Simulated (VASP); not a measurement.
## Ir: single point with LDA

Ir:

```
Ir
1.0
     0.00000    1.90609    1.90609
     1.90609    0.00000    1.90609
     1.90609    1.90609    0.00000
Ir
1
Direct
  0.00000 0.00000 0.00000
```

```json
{
  "Program": "VASP 6.6.1",
  "Task": "single point",
  "Functional": "LDA",
  "Potentials or basis": "VASP PAW LDA potentials, release 64 (Ir)",
  "Cutoff": "520 eV",
  "k mesh": "14 × 14 × 14",
  "Occupations": "methfessel-paxton, width 0.03 eV",
  "Spin": "no spin polarisation",
  "Dipole correction": "no",
  "Further INCAR settings": "ALGO = Normal; EDIFF = 1e-07; NBANDS = 10"
}
```

```json
{
 "Pressure": "2.4 GPa"
}
```

Levels at points of the mesh, in eV from the Fermi level:
| k point | band 1 | band 2 | band 3 | band 4 | band 5 | band 6 | band 7 | band 8 | band 9 |
| --- | --- | --- | --- | --- | --- | --- | --- | --- | --- |
| (0.00, 0.00, 0.00) | -11.22 | -3.93 | -3.93 | -3.93 | -1.11 | -1.11 | 14.42 | 20.08 | 20.08 |
| (0.50, 0.00, 0.00) | -8.23 | -4.02 | -4.02 | -0.65 | 1.05 | 1.05 | 7.60 | 13.96 | 20.04 |
| (0.50, 0.50, 0.00) | -8.05 | -7.48 | 1.04 | 1.65 | 1.65 | 1.86 | 10.93 | 11.92 | 11.92 |

Run time: 10 s on 1 thread of Intel Xeon 6975P-C (shared host), peak memory 0.13 GiB.

Caveat: spin-orbit coupling is left out, which moves the levels of the heavy elements.
